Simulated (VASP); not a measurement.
Here is a VASP 6.6.1 calculation.

Contents of INCAR:

```
SYSTEM = Al3GaN4
PREC = Accurate ; ENCUT = 520
EDIFF = 1E-6 ; ISMEAR = 0
SIGMA = 0.05 ; LREAL = .FALSE.
LASPH = .TRUE. ; NELM = 80
ALGO = Normal ; ISIF = 2
LWAVE = .FALSE. ; LCHARG = .FALSE.
GGA = PS ; NBANDS = 31
```

The input KPOINTS:

```
regular mesh
0
G
  6 6 6
  0 0 0
```

Contents of POSCAR:

```
Al3GaN4
1.0
    4.3189760727      0.0808706234      0.0808706234
    0.0808706234      4.3189760727      0.0808706234
    0.0808706234      0.0808706234      4.3189760727
Al Ga N
3 1 4
Direct
    0.5000000000      0.5000000000      0.0000000000
    0.5000000000      0.0000000000      0.5000000000
    0.0000000000      0.5000000000      0.5000000000
    0.0000000000      0.0000000000      0.0000000000
    0.7447140287      0.7447140287      0.2552859713
    0.7447140287      0.2552859713      0.7447140287
    0.2552859713      0.7447140287      0.7447140287
    0.2552859713      0.2552859713      0.2552859713
```

Potentials or basis: VASP PAW PBE potentials, release 64 (Al, Ga_d, N).

Run with:

```bash
$ cat potpaw_PBE.64/Al/POTCAR potpaw_PBE.64/Ga_d/POTCAR potpaw_PBE.64/N/POTCAR > POTCAR
$ mpirun -np 1 vasp_std > vasp.out
```

What does it give for the largest force?

0.684 eV/Å.

What does it give for the pressure?

14.7 GPa.

What does it give for the band gap on the k mesh?

3.14 eV, direct.

Stress tensor (GPa, compression positive):
```
14.72 -9.09 -9.09
-9.09 14.72 -9.09
-9.09 -9.09 14.72
```

Caveat: the PAW data sets were made with another functional, which shifts forces and pressure a little. PBEsol gaps usually lie below the measured ones, often by a third to a half.
